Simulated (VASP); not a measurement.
Here is a VASP 6.6.1 calculation.

Contents of INCAR:

```
ALGO = Normal ; EDIFF = 1E-6
ENCUT = 520 ; GGA = RE
ISIF = 2 ; ISMEAR = -1
LASPH = True ; LCHARG = False
LREAL = False ; LWAVE = False
NBANDS = 19 ; NELM = 100
PREC = Accurate ; SIGMA = 0.1
```

KPOINTS

```
k-points
0
Gamma
  22 22 10
```

POSCAR

```
Zn
1.0
    2.7510946414      0.0000000000      0.0000000000
   -1.3755473207      2.3825178477      0.0000000000
    0.0000000000      0.0000000000      5.1616187029
Zn
2
Direct
    0.3333333333      0.6666666667      0.2500000000
    0.6666666667      0.3333333333      0.7500000000
```

Potentials or basis: VASP PAW PBE potentials, release 64 (Zn).

Command:

```sh
$ cat potpaw_PBE.64/Zn/POTCAR > POTCAR
$ mpirun -np 1 vasp_std > vasp.out
```

**Question.** What does it give for the pressure?

**Answer.** -3.8 GPa.

**Question.** Estimate the band gap on the k mesh.

**Answer.** Zero (band 12 reaches 4.19 eV, above the bottom of band 13 at -0.67 eV).

Stress tensor (GPa, compression positive):
```
-4.42  0.00  0.00
 0.00 -4.42  0.00
 0.00  0.00 -2.48
```

Caveat: the PAW data sets were made with another functional, which shifts forces and pressure a little.
